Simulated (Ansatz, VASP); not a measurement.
# One calculation of WS2, two programs

```
W S
1.0
     1.57900    0.91164    6.16333
    -1.57900    0.91164    6.16333
     0.00000   -1.82327    6.16333
W S
1 2
Direct
  0.98880 0.98880 0.07107
  0.75030 0.75030 0.75030
  0.58100 0.58100 0.58100
```

Alike in both runs: task single point; functional PBEsol; dispersion D3(BJ); k mesh 12 × 12 × 12; occupations gaussian, width 0.05 eV; no spin polarisation.

```csv
,VASP,Ansatz
version,VASP 6.6.1,Ansatz 0.2.0
potentials or method,"VASP PAW PBE potentials, release 64 (W_sv, S), cutoff 520 eV","scalar-relativistic, plane waves, PAW"
valence electrons in the cell,26,26
```

```tsv
	VASP	Ansatz	Ansatz less VASP
gap on the k mesh at the Fermi level (eV)	none	none	-
pressure (GPa)	7.4	7.2	-0.14
traceless stress, the component that is largest in VASP (GPa)	-10.11	-10.16	-0.048
rms of the force components (eV/Å)	4.376	4.350	-0.0256
```

VASP's potentials were made for PBE, not for PBEsol. Atom by atom the forces differ by 0.031 eV/Å (rms over components). A gap of «none» marks a metal or a gap that the smearing closes.

Spin-orbit coupling is off throughout.
